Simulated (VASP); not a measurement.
Write the native input for VASP 6.6.1 that does the following.

```
Task                   : relaxation of cell and atoms
Functional             : PBE
Potentials or basis    : VASP PAW PBE potentials, release 64 (Zr_sv, B)
Cutoff                 : 600 eV
k mesh                 : 6 × 6 × 4
Occupations            : gaussian, width 0.1 eV
Spin                   : no spin polarisation
Dipole correction      : no
Further INCAR settings : ALGO = Normal; EDIFF = 1e-06; IBRION = 2; EDIFFG = -0.04; NSW = 90; ISIF = 3
```

The structure of Zr2B3 lies in POSCAR:

```
Zr2B3
1.0
    3.3523267473      0.0000000000      0.0000000000
   -1.6761633736      2.9032001249      0.0000000000
    0.0000000000      0.0000000000      5.2156758784
Zr B
2 3
Direct
    0.3333333333      0.6666666667      0.2450000000
    0.6666666667      0.3333333333      0.7550000000
    0.0000000000      0.0000000000      0.0000000000
    0.3333333333      0.6666666667      0.6450000000
    0.6666666667      0.3333333333      0.3550000000
```

One way to write it, as run:

INCAR

```
SYSTEM = Zr2B3
PREC     = Accurate       ! precision mode
ENCUT    = 600            ! plane-wave cutoff, eV
EDIFF    = 1E-6           ! SCF threshold, eV
ISMEAR   = 0              ! smearing method
SIGMA    = 0.1            ! smearing width, eV
LREAL    = .False.        ! projectors in reciprocal space
LASPH    = .True.         ! aspherical terms in the spheres
NELM     = 60             ! most SCF steps
ALGO     = Normal         ! electronic algorithm
ISIF     = 3              ! what is computed and relaxed
LWAVE    = .False.        ! write WAVECAR
LCHARG   = .False.        ! write CHGCAR
GGA      = PE             ! functional
IBRION   = 2              ! ionic algorithm
NSW      = 90             ! ionic steps
EDIFFG   = -0.04          ! ionic threshold
```

KPOINTS

```
Automatic mesh
0
Gamma
  6 6 4
  0 0 0
```

Potentials or basis: VASP PAW PBE potentials, release 64 (Zr_sv, B).

The run is started by

```sh
$ cat potpaw_PBE.64/Zr_sv/POTCAR potpaw_PBE.64/B/POTCAR > POTCAR
$ mpirun -np 1 vasp_std > vasp.out
```

Results of the run:

```json
{
 "Relaxed volume": "13.59 Å³/atom",
 "Relaxed cell": "a = 3.973 Å, b = 3.973 Å, c = 4.973 Å, α = 90.00°, β = 90.00°, γ = 120.00°",
 "Space group after relaxing (to 0.1 Å)": "P-3m1 (No. 164)",
 "Energy gained by relaxing": "1195.7 meV/atom",
 "Ionic steps": "32",
 "Pressure after relaxing": "0.1 GPa",
 "Largest force after relaxing": "0.010 eV/Å",
 "Band gap on the k mesh": "zero (an odd number of electrons rules out a gap without spin polarisation)"
}
```

Caveat: the k points lie up to 0.32 Å⁻¹ apart in the final cell, too coarse for converged energies and pressures of a metal; the volume moved by over 15 % at a fixed basis, so the end points are rough.

Run time: 19 min on 1 thread of Intel Xeon 8259CL (shared host), peak memory 0.2 GiB.
